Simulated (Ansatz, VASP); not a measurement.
Two plane-wave programs on AlN

The input INCAR:

```
ALGO     = Normal         # electronic algorithm
EDIFF    = 1E-7           # SCF threshold, eV
ENCUT    = 520            # plane-wave cutoff, eV
GGA      = PS             # functional
ISIF     = 2              # what is computed and relaxed
ISMEAR   = 0              # smearing method
LASPH    = True           # aspherical terms in the spheres
LCHARG   = False          # write CHGCAR
LREAL    = False          # projectors in reciprocal space
LWAVE    = False          # write WAVECAR
NBANDS   = 26             # bands
NELM     = 100            # most SCF steps
PREC     = Accurate       # precision mode
SIGMA    = 0.05           # smearing width, eV
```

File KPOINTS:

```
k-points
0
Gamma
  8 8 3
```

File POSCAR:

```
AlN
1.0
   -3.1135599822      0.0000000000      0.0000000000
   -1.5567799911     -2.6964220408      0.0000000000
   -0.5189266637     -0.8988073469     11.1667009506
Al N
4 4
Direct
    0.3333333333      0.0642317289      0.8073048133
    0.3333333333      0.2129880028      0.3610359916
    0.6666666667      0.6206994731      0.1379015808
    0.6666666667      0.4719431992      0.5841704025
    0.3333333333      0.3049223900      0.0852328300
    0.3333333333      0.1561661161      0.5315016517
    0.6666666667      0.5638775864      0.3083672409
    0.6666666667      0.4151213125      0.7546360626
```

Input for Ansatz:

```yaml
crystal:
  lattice:
    - [-3.1135599822, 0.0, 0.0]
    - [-1.5567799911, -2.6964220408, 0.0]
    - [-0.5189266637, -0.8988073469, 11.1667009506]
  atoms:
    - { symbol: Al, position: [0.3333333333, 0.0642317289, 0.8073048133] }
    - { symbol: Al, position: [0.3333333333, 0.2129880028, 0.3610359916] }
    - { symbol: Al, position: [0.6666666667, 0.6206994731, 0.1379015808] }
    - { symbol: Al, position: [0.6666666667, 0.4719431992, 0.5841704025] }
    - { symbol: "N", position: [0.3333333333, 0.30492239, 0.08523283] }
    - { symbol: "N", position: [0.3333333333, 0.1561661161, 0.5315016517] }
    - { symbol: "N", position: [0.6666666667, 0.5638775864, 0.3083672409] }
    - { symbol: "N", position: [0.6666666667, 0.4151213125, 0.7546360626] }
basis:
  ecutwfc: 520.0
kpoints:
  mp_grid: { grid: [8, 8, 3] }
hamiltonian:
  xc: pbesol
  pseudopotentials: { kind: paw, azcp: { folder: soft_1 } }
scf:
  occupations: { method: gaussian, width: 0.05 }
output:
  forces: true
  stress: true
  eigenvalues: true
```

Alike in both runs: task single point; functional PBEsol; k mesh 8 × 8 × 3; occupations gaussian, width 0.05 eV; no spin polarisation.

```csv
,VASP,Ansatz
version,VASP 6.6.1,Ansatz 0.2.0
potentials or method,"VASP PAW PBE potentials, release 64 (Al, N), cutoff 520 eV","scalar-relativistic, plane waves, PAW"
valence electrons in the cell,32,32
```

```tsv
	VASP	Ansatz	Ansatz less VASP
gap on the k mesh at the Fermi level (eV)	0.32	0.30	-0.011
least direct gap on the mesh (eV)	0.32	0.30	-0.011
pressure (GPa)	-3.9	-3.9	-0.01
traceless stress, the component that is largest in VASP (GPa)	-4.59	-4.47	+0.123
rms of the force components (eV/Å)	0.737	0.741	+0.0035
```

VASP's potentials were made for PBE, not for PBEsol, and Ansatz warns of the same on its side. Atom by atom the forces differ by 0.004 eV/Å (rms over components).
